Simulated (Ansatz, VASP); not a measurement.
# Two plane-wave programs on SbAu3S3

Contents of INCAR:

```
PREC = Accurate
ENCUT = 600
EDIFF = 1E-7
ISMEAR = 0
SIGMA = 0.1
LREAL = False
LASPH = True
NELM = 60
ALGO = Normal
ISIF = 3
LWAVE = False
LCHARG = False
GGA = PE
IBRION = 2
NSW = 100
EDIFFG = -0.01
LUSENCCL = False
```

Contents of KPOINTS:

```
regular mesh
0
Gamma
  6 6 6
```

File POSCAR:

```
SbAu3S3
1.0
    5.3742753295      0.0000000000      0.0000000000
    0.0000000000      3.4194398649      4.3579252707
    0.0000000000     -3.4194398649      4.3579252707
Sb S Au
1 3 3
Direct
    0.0000000000      0.8808393551      0.8808393551
    0.5000000000      0.9147699940      0.4087178374
    0.5000000000      0.4087178374      0.9147699940
    0.5000000000      0.7872418100      0.7872418100
    0.0000000000      0.4142046470      0.4142046470
    0.0000000000      0.9196236145      0.3757122720
    0.0000000000      0.3757122720      0.9196236145
```

Input for Ansatz:

```yaml
crystal:
  lattice:
    - [5.3742753295, 0.0, 0.0]
    - [0.0, 3.4194398649, 4.3579252707]
    - [0.0, -3.4194398649, 4.3579252707]
  atoms:
    - { symbol: Sb, position: [0.0, 0.8808393551, 0.8808393551] }
    - { symbol: S, position: [0.5, 0.914769994, 0.4087178374] }
    - { symbol: S, position: [0.5, 0.4087178374, 0.914769994] }
    - { symbol: S, position: [0.5, 0.78724181, 0.78724181] }
    - { symbol: Au, position: [0.0, 0.414204647, 0.414204647] }
    - { symbol: Au, position: [0.0, 0.9196236145, 0.375712272] }
    - { symbol: Au, position: [0.0, 0.375712272, 0.9196236145] }
basis:
  ecutwfc: 420
kpoints:
  mp_grid: { grid: [6, 6, 6] }
hamiltonian:
  xc: pbe
scf:
  occupations: { method: gaussian, width: 0.1 }
output:
  forces: true
  stress: true
  eigenvalues: true
relax:
  adjacent_minimum: "off"
  f_tol: 0.01
  max_steps: 80
  cell: { stress_tol: 0.05 }
```

Alike in both runs: task relaxation of cell and atoms; functional PBE; k mesh 6 × 6 × 6; occupations gaussian, width 0.1 eV; no spin polarisation.

```csv
,VASP,Ansatz
version,VASP 6.6.1,Ansatz 0.2.0
potentials or method,"VASP PAW PBE potentials, release 64 (Sb, S, Au), cutoff 600 eV","scalar-relativistic, plane waves, PAW"
valence electrons in the cell,56,90
```

|  | VASP | Ansatz | Ansatz less VASP |
| --- | --- | --- | --- |
| gap on the k mesh at the Fermi level, each at its own relaxed structure (eV) | none | none | - |
| relaxed volume (Å³/atom) | 23.13 | 23.19 | +0.062 |
| relaxed cell length with the largest relative difference (Å) | 5.432 | 5.438 | +0.0051 |

A gap of «none» marks a metal or a gap that the smearing closes. VASP's potentials hold 56 valence electrons a cell and Ansatz's 90, so a difference there can come from the potentials and not from the codes.

Spin-orbit coupling is off throughout.
